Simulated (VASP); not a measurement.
The system is Ta.

```xyz
2
Lattice="2.8669 0.0000 0.0000 -1.4335 2.4828 0.0000 0.0000 0.0000 5.0914" Properties=species:S:1:pos:R:3 pbc="T T T"
Ta    1.1864    0.6316    3.8239
Ta    0.2471    1.8513    1.2676
```

```yaml
Program: VASP 6.6.1
Task: relaxation of cell and atoms
Functional: PBEsol
Potentials_or_basis: VASP PAW PBE potentials, release 64 (Ta_pv)
Cutoff: 600 eV
k_mesh: 12 × 12 × 8
Occupations: gaussian, width 0.15 eV
Spin: no spin polarisation
```

At the start: pressure -0.5 GPa; volume 18.12 Å³/atom.

Where does the relaxation end?

Over 17 steps the energy falls by 180.7 meV/atom and the volume is 17.65 Å³/atom (-2.6 %); space group P2_1/m (No. 11, to 0.1 Å) before, Im-3m (No. 229, to 0.1 Å).

The path:
```
step  energy change (eV)  largest force (eV/Å)  pressure (GPa)  volume (Å³)
   1              0.0000                0.5642           -0.54        36.24
   2             -0.2387                0.5400           -1.38        35.79
   3             -0.3285                0.3972            0.96        35.24
   4             -0.1247                0.4335           13.08        33.70
   5             -0.3355                0.3667            2.29        35.00
   6             -0.3275                0.1934           -6.40        36.52
   7             -0.3437                0.2871           -1.43        35.62
   8             -0.3570                0.1519           -0.57        35.41
   9             -0.3597                0.0976            0.10        35.29
  10             -0.3597                0.0960            0.19        35.27
  11             -0.3612                0.0270           -0.38        35.37
  12             -0.3613                0.0207           -0.45        35.38
  13             -0.3606                0.0208            1.22        35.10
  14             -0.3614                0.0113            0.07        35.30
  15             -0.3614                0.0116            0.03        35.30
  16             -0.3614                0.0113            0.01        35.30
  17             -0.3614                0.0018            0.01        35.31
```

Final structure:
```
Ta
1.0
     2.82808   -0.25881   -0.00022
    -1.64152    2.83900    0.00024
     0.00018   -0.00035    4.64319
Ta
2
Direct
  0.49988 0.24999 0.75003
  0.50012 0.75001 0.24997
```

Caveat: the PAW data sets were made with another functional, which shifts forces and pressure a little.
